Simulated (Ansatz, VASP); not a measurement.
LaAl2N3: VASP beside Ansatz

The input INCAR:

```
ALGO = Normal ; EDIFF = 1E-7
EDIFFG = -0.04 ; ENCUT = 1330
GGA = PE ; GGA_COMPAT = F
IBRION = 2 ; ISIF = 3
ISMEAR = 0 ; LASPH = T
LCHARG = F ; LMAXMIX = 6
LREAL = F ; LWAVE = F
NELM = 200 ; NELMIN = 4
NSW = 90 ; PREC = Accurate
SIGMA = 0.1
```

KPOINTS

```
k-points
0
Gamma
  6 6 4
```

The input POSCAR:

```
LaAl2N3
1.0
    3.7273616068      0.0000000000      0.0000000000
    0.0000000000      3.7273616068      0.0000000000
    0.0000000000      0.0000000000      7.2243760530
La Al N
1 2 3
Direct
    0.5000000000      0.5000000000      0.3276835369
    0.5000000000      0.5000000000      0.7368029610
    0.0000000000      0.0000000000      0.6062764140
    0.5000000000      0.0000000000      0.6790549204
    0.0000000000      0.5000000000      0.6790549204
    0.0000000000      0.0000000000      0.3297826372
```

Input for Ansatz:

```yaml
crystal:
  lattice:
    - [3.7273616068, 0.0, 0.0]
    - [0.0, 3.7273616068, 0.0]
    - [0.0, 0.0, 7.224376053]
  atoms:
    - { symbol: La, position: [0.5, 0.5, 0.3276835369] }
    - { symbol: Al, position: [0.5, 0.5, 0.736802961] }
    - { symbol: Al, position: [0.0, 0.0, 0.606276414] }
    - { symbol: "N", position: [0.5, 0.0, 0.6790549204] }
    - { symbol: "N", position: [0.0, 0.5, 0.6790549204] }
    - { symbol: "N", position: [0.0, 0.0, 0.3297826372] }
basis:
  ecutwfc: 420
kpoints:
  mp_grid: { grid: [6, 6, 4] }
hamiltonian:
  xc: pbe
scf:
  occupations: { method: gaussian, width: 0.1 }
  lower_state_search: "off"
output:
  forces: true
  stress: true
  eigenvalues: true
relax:
  adjacent_minimum: "off"
  f_tol: 0.04
  max_steps: 70
  cell: { stress_tol: 0.4 }
```

Alike in both runs: task relaxation of cell and atoms; functional PBE; k mesh 6 × 6 × 4; occupations gaussian, width 0.1 eV; no spin polarisation.

|  | VASP | Ansatz |
| --- | --- | --- |
| version | VASP 6.6.1 | Ansatz 0.2.0 |
| potentials or method | VASP PAW PBE potentials, release 64 (La, Al, N_h), cutoff 1330 eV | scalar-relativistic, plane waves, PAW |
| valence electrons in the cell | 32 | 32 |

VASP gave:

| Property | Result |
| --- | --- |
| gap on the k mesh at the Fermi level, each at its own relaxed structure (eV) | none |
| relaxed volume (Å³/atom) | 16.71 |
| relaxed length of the cell vector where the two differ most in proportion (Å) | 7.225 |

**Question.** Which values does Ansatz return?

**Answer.** gap on the k mesh at the Fermi level, each at its own relaxed structure (eV): none; relaxed volume (Å³/atom): 17.15; relaxed length of the cell vector where the two differ most in proportion (Å): 7.402.

A gap of «none» marks a metal or a gap that the smearing closes.

Neither program's run includes spin-orbit coupling.
